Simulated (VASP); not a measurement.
# HfGe (CsCl type) (Pm-3m) in VASP: further runs

HfGe (CsCl type) is run at these levels: PBEsol; tasks: single point, relaxation of cell and atoms.

Program: VASP 6.6.1. These are calculated values, not measurements. Logs are shortened: lines on timing, memory, paths and dates and some standing lists are left out, and cuts for length are marked.

## Step 1: The cell of the first run

It takes space group Pm-3m (No. 221, cubic). Conventional cell: a = 3.308 Å, b = 3.308 Å, c = 3.308 Å, α = 90.00°, β = 90.00°, γ = 90.00°. Hf (site symmetry m-3m) has 8 Ge at 2.86 Å and 6 Hf at 3.31 Å within 3.8 Å. Ge (site symmetry m-3m) has 8 Hf at 2.86 Å and 6 Ge at 3.31 Å within 3.8 Å.

## Step 2: Single point, PBEsol

File INCAR:

```
  PREC = Accurate
  ENCUT = 520
  EDIFF = 1E-6
  ISMEAR = -1
  SIGMA = 0.05
  LREAL = F
  LASPH = T
  NELM = 80
  ALGO = Normal
  ISIF = 2
  LWAVE = F
  LCHARG = F
  GGA = PS
  NBANDS = 19
```

File KPOINTS:

```
Automatic mesh
0
Gamma
  13 13 13
```

File POSCAR:

```
HfGe
1.0
    3.3077596607      0.0000000000      0.0000000000
    0.0000000000      3.3077596607      0.0000000000
    0.0000000000      0.0000000000      3.3077596607
Hf Ge
1 1
Direct
    0.0000000000      0.0000000000      0.0000000000
    0.5000000000      0.5000000000      0.5000000000
```

Potentials or basis: VASP PAW PBE potentials, release 64 (Hf_pv, Ge_d).

On the command line:

```
$ cat potpaw_PBE.64/Hf_pv/POTCAR potpaw_PBE.64/Ge_d/POTCAR > POTCAR
$ mpirun -np 1 vasp_std > vasp.out
```

OUTCAR:

```text
PREC = Accurate
   ENCUT = 520
   EDIFF = 1E-6
   ISMEAR = -1
   LREAL = F
   LASPH = T
   NELM = 80
   ISIF = 2
   GGA = PS

 ion  position               nearest neighbor table
   1  0.000  0.000  0.000-   2 2.86   2 2.86   2 2.86   2 2.86   2 2.86   2 2.86   2 2.86   2 2.86

   2  0.500  0.500  0.500-   1 2.86   1 2.86   1 2.86   1 2.86   1 2.86   1 2.86   1 2.86   1 2.86

  LATTYP: Found a simple cubic cell.
 ALAT       =     3.3077596607

  Lattice vectors:

 A1 = (   3.3077596607,   0.0000000000,   0.0000000000)
 A2 = (   0.0000000000,   3.3077596607,   0.0000000000)
 A3 = (   0.0000000000,   0.0000000000,   3.3077596607)

Analysis of symmetry for initial positions (statically):
=====================================================================
 Subroutine PRICEL returns:
 Original cell was already a primitive cell.

 Routine SETGRP: Setting up the symmetry group for a
 simple cubic supercell.

 Subroutine GETGRP returns: Found 48 space group operations
 (whereof 48 operations were pure point group operations)
 out of a pool of 48 trial point group operations.

The static configuration has the point symmetry O_h .

Analysis of symmetry for dynamics (positions and initial velocities):
=====================================================================
 Subroutine PRICEL returns:
 Original cell was already a primitive cell.

 Routine SETGRP: Setting up the symmetry group for a
 simple cubic supercell.

 Subroutine GETGRP returns: Found 48 space group operations
 (whereof 48 operations were pure point group operations)
 out of a pool of 48 trial point group operations.

The dynamic configuration has the point symmetry O_h .

 Subroutine INISYM returns: Found 48 space group operations
 (whereof 48 operations are pure point group operations),
 and found     1 'primitive' translations

----------------------------------------------------------------------------------------

                                     Primitive cell

  volume of cell :      36.1911

  direct lattice vectors                    reciprocal lattice vectors
     3.307759661  0.000000000  0.000000000     0.302319425  0.000000000  0.000000000
     0.000000000  3.307759661  0.000000000     0.000000000  0.302319425  0.000000000
     0.000000000  0.000000000  3.307759661     0.000000000  0.000000000  0.302319425

  length of vectors
     3.307759661  3.307759661  3.307759661     0.302319425  0.302319425  0.302319425

  position of ions in fractional coordinates (direct lattice)
     0.000000000  0.000000000  0.000000000
     0.500000000  0.500000000  0.500000000

  ion indices of the primitive-cell ions
   primitive index   ion index
                 1           1
                 2           2

----------------------------------------------------------------------------------------

 KPOINTS: Automatic mesh

Automatic generation of k-mesh.
 Grid dimensions read from file:
 generate k-points for:   13   13   13

 Generating k-lattice:

  Cartesian coordinates                     Fractional coordinates (reciprocal lattice)
     0.023255340  0.000000000  0.000000000     0.076923077  0.000000000  0.000000000
     0.000000000  0.023255340  0.000000000     0.000000000  0.076923077  0.000000000
     0.000000000  0.000000000  0.023255340     0.000000000  0.000000000  0.076923077

  Length of vectors
     0.023255340  0.023255340  0.023255340

  Shift w.r.t. Gamma in fractional coordinates (k-lattice)
     0.000000000  0.000000000  0.000000000

 Subroutine IBZKPT returns following result:
 ===========================================

 Found     84 irreducible k-points:

 Following reciprocal coordinates:
            Coordinates               Weight
  0.000000  0.000000  0.000000      1.000000
  0.076923  0.000000  0.000000      6.000000
  0.153846  0.000000  0.000000      6.000000
  0.230769  0.000000  0.000000      6.000000
  0.307692  0.000000  0.000000      6.000000
  0.384615  0.000000  0.000000      6.000000
[... 16 lines left out ...]
  0.307692  0.307692  0.000000     12.000000
  0.384615  0.307692  0.000000     24.000000
 [... further k-points ...]
   k-points           NKPTS =     84   k-points in BZ     NKDIM =     84   number of bands    NBANDS=     19
   number of dos      NEDOS =    301   number of ions     NIONS =      2
   total plane-waves  NPLWV =  21952
   dimension x,y,z NGX =    28 NGY =   28 NGZ =   28
   dimension x,y,z NGXF=    56 NGYF=   56 NGZF=   56
   ions per type =               1   1
   NGX,Y,Z   is equivalent  to a cutoff of  14.07, 14.07, 14.07 a.u.
   NGXF,Y,Z  is equivalent  to a cutoff of  28.15, 28.15, 28.15 a.u.
 SYSTEM =  unknown system
   PREC   = accura    normal or accurate (medium, high low for compatibility)
   ISTART =      0    job   : 0-new  1-cont  2-samecut
   ICHARG =      2    charge: 1-file 2-atom 10-const
   ISPIN  =      1    spin polarized calculation?
   LNONCOLLINEAR =      F non collinear calculations
   LSORBIT =      F    spin-orbit coupling
   LASPH  =      T    aspherical Exc in radial PAW
   ENCUT  =  520.0 eV  38.22 Ry    6.18 a.u.   6.15  6.15  6.15*2*pi/ulx,y,z
   NELM   =     80;   NELMIN=  2; NELMDL= -5     # of ELM steps
   EDIFF  = 0.1E-05   stopping-criterion for ELM
   LREAL  =      F    real-space projection
   EDIFFG = 0.1E-04   stopping-criterion for IOM
   NSW    =      0    number of steps for IOM
   IBRION =     -1    ionic relax: 0-MD 1-quasi-New 2-CG
   NFREE  =      0    steps in history (QN), initial steepest desc. (CG)
   ISIF   =      2    stress and relaxation
   ISYM   =      2    0-nonsym 1-usesym 2-fastsym
   POTIM  = 0.5000    time-step for ionic-motion
   TEBEG  =    0.0;   TEEND  =   0.0 temperature during run
   PSTRESS=    0.0 pullay stress
   NELECT =      24.0000    total number of electrons
   NUPDOWN=      -1.0000    fix difference up-down
   EMIN   =  10.00;   EMAX   =-10.00  energy-range for DOS
   EFERMI =   0.00;   METHOD = LEGACY
   ISMEAR =    -1;   SIGMA  =   0.05  broadening in eV -4-tet -1-fermi 0-gaus
   EFERMI_NEDOS =   21; number of points for ismear=-14 and -15
   IALGO  =     38    algorithm
   IMIX   =      4    mixing-type and parameters
     AMIX     =   0.40;   BMIX     =  1.00
     AMIX_MAG =   1.60;   BMIX_MAG =  1.00
  volume/ion in A,a.u.               =      18.10       122.11
  Fermi-wavevector in a.u.,A,eV,Ry     =   1.427616  2.697802 27.729849  2.038086
  Thomas-Fermi vector in A             =   2.547766
   LORBIT       =      0    0 simple, 1 ext, 2 COOP (PROOUT), +10 PAW based schemes
   GGA     = PS    functional components
   LHFCALC =     F    Hartree Fock is set to
   AEXX    =    0.0000 exact exchange contribution
   IVDW    =     0    specifies the selected vdW correction
   LEPSILON=     F    determine dielectric tensor
   LRPA    =     F    only Hartree local field effects (RPA)
 non-spin polarized calculation
  energy-cutoff  :      520.00
  volume of cell :       36.19
 maximum number of plane-waves:       991
 NGX is ok and might be reduce to    28
   NGX = 13   NGY = 13   NGZ = 13

 number of electron      23.9999980 magnetization

 Free energy of the ion-electron system (eV)
  ---------------------------------------------------
  ext. energy  EPLUGINS =         0.00000000
  ---------------------------------------------------
  free energy    TOTEN  =       -16.13178181 eV

  energy without entropy =      -16.11185531  energy(sigma->0) =      -16.12181856

 E-fermi :   6.6795     XC(G=0): -12.0582

 val. band max:        6.6662595221   @ k =   0.3077   0.2308   0.0769
 cond. band min:       6.6964320197   @ k =   0.3846   0.1538   0.1538
 fundamental gap:      0.0301724976
 Fermi energy:         6.6795466899

 k-point     1 :       0.0000    0.0000    0.0000
  band No.  band energies     occupation
      1     -23.7910      2.00000
      2     -23.7910      2.00000
      3     -23.7910      2.00000
      4     -17.3983      2.00000
      5     -17.3983      2.00000
      6     -17.3784      2.00000
[... 11 lines left out ...]
     18      12.3247      0.00000
     19      18.4415      0.00000

 k-point     2 :       0.0769    0.0000    0.0000
  band No.  band energies     occupation
      1     -23.8098      2.00000
      2     -23.7895      2.00000
      3     -23.7895      2.00000
      4     -17.3982      2.00000
      5     -17.3958      2.00000
      6     -17.3785      2.00000
[... 11 lines left out ...]
     18      12.8534      0.00000
     19      17.8444      0.00000

 k-point     3 :       0.1538    0.0000    0.0000
  band No.  band energies     occupation
      1     -23.8618      2.00000
      2     -23.7856      2.00000
      3     -23.7856      2.00000
      4     -17.3976      2.00000
      5     -17.3889      2.00000
      6     -17.3787      2.00000
[... 11 lines left out ...]
     18      13.8485      0.00000
     19      16.6869      0.00000

 k-point     4 :       0.2308    0.0000    0.0000
  band No.  band energies     occupation
      1     -23.9341      2.00000
      2     -23.7800      2.00000
      3     -23.7800      2.00000
      4     -17.3968      2.00000
      5     -17.3790      2.00000
      6     -17.3790      2.00000
[... 11 lines left out ...]
     18      14.6847      0.00000
     19      15.5109      0.00000

 k-point     5 :       0.3077    0.0000    0.0000
  band No.  band energies     occupation
      1     -24.0097      2.00000
      2     -23.7741      2.00000
      3     -23.7741      2.00000
      4     -17.3960      2.00000
      5     -17.3794      2.00000
      6     -17.3794      2.00000
[... 11 lines left out ...]
     18      14.4983      0.00000
     19      15.1696      0.00000
[... 334 lines left out ...]
      2     -23.9017      2.00000
      3     -23.7555      2.00000
      4     -17.3907      2.00000
      5     -17.3856      2.00000
      6     -17.3843      2.00000
[... 11 lines left out ...]
     18      14.2284      0.00000
     19      16.1266      0.00000

 k-point    22 :       0.4615    0.2308    0.0000
  band No.  band energies     occupation
      1     -24.0840      2.00000
      2     -23.8977      2.00000
      3     -23.7524      2.00000
      4     -17.3921      2.00000
      5     -17.3851      2.00000
      6     -17.3839      2.00000
[... 11 lines left out ...]
     18      13.6587      0.00000
     19      15.3594      0.00000

 k-point    23 :       0.3077    0.3077    0.0000
  band No.  band energies     occupation
      1     -23.9868      2.00000
      2     -23.9746      2.00000
      3     -23.7539      2.00000
      4     -17.3928      2.00000
      5     -17.3872      2.00000
      6     -17.3821      2.00000
[... 11 lines left out ...]
     18      14.2361      0.00000
     19      17.3759      0.00000

 k-point    24 :       0.3846    0.3077    0.0000
  band No.  band energies     occupation
      1     -24.0395      2.00000
      2     -23.9719      2.00000
      3     -23.7481      2.00000
      4     -17.3965      2.00000
      5     -17.3882      2.00000
      6     -17.3838      2.00000
[... 11 lines left out ...]
     18      13.4930      0.00000
     19      16.9508      0.00000

 [... further k-points ...]
[... 5 lines left out ...]
  --------------------------------------------------------------------------------------
  -------------------------------------------------------------------------------------
  Total       -0.0541333     -0.0541333     -0.0541333      0.0000000     -0.0000000      0.0000000
  in kB       -2.3964769     -2.3964769     -2.3964769      0.0000000     -0.0000000      0.0000000
  external PRESSURE =      -2.3964769 kB  Pullay stress =       0.0000000 kB

 VOLUME and BASIS-vectors are now :
 -----------------------------------------------------------------------------
  energy-cutoff  :      520.00
  volume of cell :       36.19
      direct lattice vectors                 reciprocal lattice vectors
     3.307759661  0.000000000  0.000000000     0.302319425  0.000000000  0.000000000
     0.000000000  3.307759661  0.000000000     0.000000000  0.302319425  0.000000000
     0.000000000  0.000000000  3.307759661     0.000000000  0.000000000  0.302319425

 POSITION                                       TOTAL-FORCE (eV/Angst)
 -----------------------------------------------------------------------------------
      0.00000      0.00000      0.00000         0.000000      0.000000      0.000000
      1.65388      1.65388      1.65388         0.000000      0.000000      0.000000
 -----------------------------------------------------------------------------------
    total drift:                                0.000000      0.000000      0.000000

  FREE ENERGIE OF THE ION-ELECTRON SYSTEM (eV)
  ---------------------------------------------------
  free  energy   TOTEN  =       -16.1317818083 eV

  energy  without entropy=      -16.1118553053  energy(sigma->0) =      -16.12181856
```

Run time: 31 s. Hardware: 1 thread of AMD EPYC 9R14 (Zen 4), shared host; peak memory 0.16 GiB.

What came out:

* Free energy: -16.1318 eV
* Pressure: -0.2 GPa
* Band gap on the k mesh: zero (band 12 reaches 8.68 eV, above the bottom of band 13 at 6.22 eV)

Levels at points of the mesh, in eV from the Fermi level:
```csv
k point,band 8,band 9,band 10,band 11,band 12,band 13,band 14,band 15,band 16,band 17
"(0.00, 0.00, 0.00)",-24.06,-11.72,-1.58,-1.58,2.00,2.00,2.00,3.74,3.74,3.74
```

Caveat: the PAW data sets were made with another functional, which shifts forces and pressure a little; spin-orbit coupling is left out, which moves the levels of the heavy elements.

## Step 3: Single point, PBEsol

File INCAR:

```
SYSTEM = HfGe
ALGO = Normal
EDIFF = 1E-6
ENCUT = 520
GGA = PS
ISIF = 2
ISMEAR = -1
LASPH = .TRUE.
LCHARG = .FALSE.
LREAL = .FALSE.
LWAVE = .FALSE.
NBANDS = 19
NELM = 60
PREC = Accurate
SIGMA = 0.05
```

File KPOINTS:

```
k-points
0
G
  13 13 13
  0 0 0
```

File POSCAR:

```
HfGe
1.0
    3.3077596608      0.0000000000      0.0000000000
    0.0000000000      3.3077596608      0.0000000000
    0.0000000000      0.0000000000      3.3077596608
Hf Ge
1 1
Direct
    0.0000000000      0.0000000000      0.0000000000
    0.5000000000      0.5000000000      0.5000000000
```

Potentials or basis: VASP PAW PBE potentials, release 64 (Hf_pv, Ge_d).

On the command line:

```
$ cat potpaw_PBE.64/Hf_pv/POTCAR potpaw_PBE.64/Ge_d/POTCAR > POTCAR
$ mpirun -np 1 vasp_std > vasp.out
```

Wall time 31 s (1 thread of AMD EPYC 9R14 (Zen 4), shared host); peak memory 0.17 GiB.

It converged, with:

```
Free energy            : -16.1318 eV
Pressure               : -0.2 GPa
Band gap on the k mesh : zero (band 12 reaches 8.68 eV, above the bottom of band 13 at 6.22 eV)
```

Levels at points of the mesh, in eV from the Fermi level:
```csv
k point,band 8,band 9,band 10,band 11,band 12,band 13,band 14,band 15,band 16,band 17
"(0.00, 0.00, 0.00)",-24.06,-11.72,-1.58,-1.58,2.00,2.00,2.00,3.74,3.74,3.74
```

Caveat: the PAW data sets were made with another functional, which shifts forces and pressure a little; spin-orbit coupling is left out, which moves the levels of the heavy elements.

## Step 4: Relaxation of cell and atoms, PBEsol

This run uses another cell than the first one, of 15.86 Å³/atom, 0.877 times its volume.

File INCAR:

```
PREC = Accurate ; ENCUT = 600
EDIFF = 1E-7 ; ISMEAR = -1
SIGMA = 0.05 ; LREAL = False
LASPH = True ; NELM = 80
ALGO = Normal ; ISIF = 3
LWAVE = False ; LCHARG = False
GGA = PS ; IBRION = 2
NSW = 60 ; EDIFFG = -0.005
```

File KPOINTS:

```
regular mesh
0
Gamma
  13 13 13
```

File POSCAR:

```
HfGe
1.0
    3.1657017922      0.0000000000      0.0000000000
    0.0000000000      3.1657017922      0.0000000000
    0.0000000000      0.0000000000      3.1657017922
Hf Ge
1 1
Direct
    0.0000000000      0.0000000000      0.0000000000
    0.5000000000      0.5000000000      0.5000000000
```

On the command line:

```
$ cat potpaw_PBE.64/Hf_pv/POTCAR potpaw_PBE.64/Ge_d/POTCAR > POTCAR
$ mpirun -np 1 vasp_std > vasp.out
```

Run time: 4.1 min. Hardware: 1 thread of Intel Xeon Platinum 8488C (Sapphire Rapids), shared host; peak memory 0.21 GiB.

Results (log left out):

* Free energy: -16.1316 eV
* Relaxed volume: 18.07 Å³/atom
* Relaxed cell: a = 3.306 Å, b = 3.306 Å, c = 3.306 Å, α = 90.00°, β = 90.00°, γ = 90.00°
* Space group after relaxing (to 0.05 Å): Pm-3m (No. 221)
* Energy gained by relaxing: 133.0 meV/atom
* Ionic steps: 18
* Pressure after relaxing: 0.0 GPa
* Band gap on the k mesh: zero (band 12 reaches 8.70 eV, above the bottom of band 13 at 6.23 eV)

Step by step:
```
step  energy change (eV)  largest force (eV/Å)  pressure (GPa)  volume (Å³)
   1              0.0000                0.0000           21.63        31.73
   2              0.0847                0.0000          -15.02        42.61
   3             -0.2658                0.0000           -0.52        36.28
   4             -0.2661                0.0000           -0.13        36.16
   5             -0.2660                0.0000            0.20        36.06
   6             -0.2660                0.0000            0.19        36.06
   7             -0.2660                0.0000            0.20        36.07
   8             -0.2660                0.0000            0.20        36.07
   9             -0.2660                0.0000            0.20        36.07
  10             -0.2660                0.0000            0.20        36.07
  11             -0.2660                0.0000            0.20        36.07
  12             -0.2660                0.0000            0.20        36.07
  13             -0.2660                0.0000            0.18        36.07
  14             -0.2660                0.0000            0.17        36.07
  15             -0.2661                0.0000            0.17        36.08
  16             -0.2661                0.0000            0.15        36.08
  17             -0.2661                0.0000            0.08        36.10
  18             -0.2661                0.0000           -0.03        36.13
```

Final structure:
```xyz
2
Lattice="3.3059 0.0000 0.0000 0.0000 3.3059 0.0000 0.0000 0.0000 3.3059" Properties=species:S:1:pos:R:3 pbc="T T T"
Hf    3.3059    0.0000    0.0000
Ge    1.6530    1.6530    1.6530
```

Levels at points of the mesh, in eV from the Fermi level:
| k point | band 10 | band 11 | band 12 | band 13 | band 14 | band 15 |
| --- | --- | --- | --- | --- | --- | --- |
| (0.00, 0.00, 0.00) | -1.59 | -1.59 | 2.00 | 2.00 | 2.00 | 3.75 |

Caveat: the PAW data sets were made with another functional, which shifts forces and pressure a little; spin-orbit coupling is left out, which moves the levels of the heavy elements.
